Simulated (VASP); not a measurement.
Wanted: the native input for a VASP 6.6.1 run.

```
Task                   : single point
Functional             : PBE
Potentials or basis    : VASP PAW PBE potentials, release 64 (Fe)
Cutoff                 : 520 eV
k mesh                 : 21 × 21 × 21
Occupations            : fermi-dirac, width 0.08 eV
Spin                   : collinear spin, ferromagnetic start
Starting moments       : [2.5] μB
Dipole correction      : no
Further INCAR settings : ALGO = Normal; EDIFF = 1e-06; NBANDS = 14
```

The structure of Fe lies in POSCAR:

```
Fe
1.0
   -1.2673783545      1.2673783545      1.2673783545
    1.2673783545     -1.2673783545      1.2673783545
    1.2673783545      1.2673783545     -1.2673783545
Fe
1
Direct
    0.0000000000      0.0000000000      0.0000000000
```

One way to write it, as run:

INCAR

```
PREC = Accurate
ENCUT = 520
EDIFF = 1E-6
ISMEAR = -1
SIGMA = 0.08
LREAL = F
LASPH = T
NELM = 150
ALGO = Normal
ISIF = 2
LWAVE = F
LCHARG = F
ISPIN = 2
MAGMOM = 2.5
LORBIT = 11
LMAXMIX = 4
GGA = PE
NBANDS = 14
```

KPOINTS

```
regular mesh
0
Gamma
  21 21 21
```

Potentials or basis: VASP PAW PBE potentials, release 64 (Fe).

Launch:

```bash
$ cat potpaw_PBE.64/Fe/POTCAR > POTCAR
$ mpirun -np 1 vasp_std > vasp.out
```

Results of the run:

```
Pressure     : 138.3 GPa
Net moment   : 1.52 μB per cell
Site moments : Fe +1.47 μB
```

Caveat: the cell stands under pressure.

Run time: 16 s on 1 thread of Intel(R) Xeon(R) 6975P-C (Granite Rapids), with other jobs on the host, peak memory 0.16 GiB.
